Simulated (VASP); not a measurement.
**GaSb: single point with HSE06**

Crystal: GaSb.

```
Ga Sb
1.0
     0.00000    3.06588    3.06588
     3.06588    0.00000    3.06588
     3.06588    3.06588    0.00000
Ga Sb
1 1
Direct
  0.00000 0.00000 0.00000
  0.25000 0.25000 0.25000
```

| Item | Value |
| --- | --- |
| Program | VASP 6.6.1 |
| Task | single point |
| Functional | HSE06 |
| Potentials or basis | VASP PAW PBE potentials, release 64 (Ga_d, Sb) |
| Cutoff | 520 eV |
| k mesh | 4 × 4 × 4 |
| Occupations | fermi-dirac, width 0.02 eV |
| Spin | no spin polarisation |

```
Pressure               : -0.1 GPa
Band gap on the k mesh : 0.85 eV
```

Levels at points of the mesh, in eV from the valence-band top:
| k point | band 7 | band 8 | band 9 | band 10 | band 11 | band 12 |
| --- | --- | --- | --- | --- | --- | --- |
| (0.00, 0.00, 0.00) | 0.00 | 0.00 | 0.00 | 0.85 | 3.49 | 3.49 |
| (0.50, 0.00, 0.00) | -6.84 | -1.23 | -1.23 | 1.08 | 4.49 | 4.49 |
| (0.50, 0.50, 0.00) | -7.33 | -2.75 | -2.75 | 1.52 | 1.86 | 9.87 |

It took 25 min on 1 thread of Intel Xeon 8259CL, with other jobs on the host, peak memory 0.3 GiB.

Caveat: the k points lie up to 0.44 Å⁻¹ apart; the PAW data sets were made with another functional, which shifts forces and pressure a little; spin-orbit coupling is left out, which moves the levels of the heavy elements. A k mesh can miss the band edges.
